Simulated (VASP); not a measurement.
Set up this calculation in VASP 6.6.1, as the native input.

- Task: single point
- Functional: PBEsol
- Potentials or basis: VASP PAW PBE potentials, release 64 (Mg, O)
- Cutoff: 520 eV
- k mesh: 10 × 10 × 10
- Occupations: gaussian, width 0.05 eV
- Spin: no spin polarisation
- Dipole correction: no
- Further INCAR settings: ALGO = Normal; EDIFF = 1e-06; NBANDS = 11

The structure of MgO (Periclase) lies in POSCAR:

```
MgO
1.0
    0.0000000000      1.9560185353      1.9560185353
    1.9560185353      0.0000000000      1.9560185353
    1.9560185353      1.9560185353      0.0000000000
Mg O
1 1
Direct
    0.0000000000      0.0000000000      0.0000000000
    0.5000000000      0.5000000000      0.5000000000
```

This cell differs from its parent crystal: volume scaled by 0.800.

The input as run:

INCAR

```
SYSTEM = MgO
  ALGO = Normal
  EDIFF = 1E-6
  ENCUT = 520
  GGA = PS
  ISIF = 2
  ISMEAR = 0
  LASPH = .True.
  LCHARG = .False.
  LREAL = .False.
  LWAVE = .False.
  NBANDS = 11
  NELM = 80
  PREC = Accurate
  SIGMA = 0.05
```

KPOINTS

```
k-points
0
Gamma
  10 10 10
  0 0 0
```

Potentials or basis: VASP PAW PBE potentials, release 64 (Mg, O).

The run is started by

```console
$ cat potpaw_PBE.64/Mg/POTCAR potpaw_PBE.64/O/POTCAR > POTCAR
$ mpirun -np 1 vasp_std > vasp.out
```

Results of the run:

```yaml
Pressure: 56.1 GPa
Band_gap_on_the_k_mesh: 7.10 eV, direct
```

Caveat: the PAW data sets were made with another functional, which shifts forces and pressure a little.

It took 11 s on 1 thread of AMD EPYC 7R43 64-Core Processor (Zen 3) (shared host), peak memory 0.11 GiB.
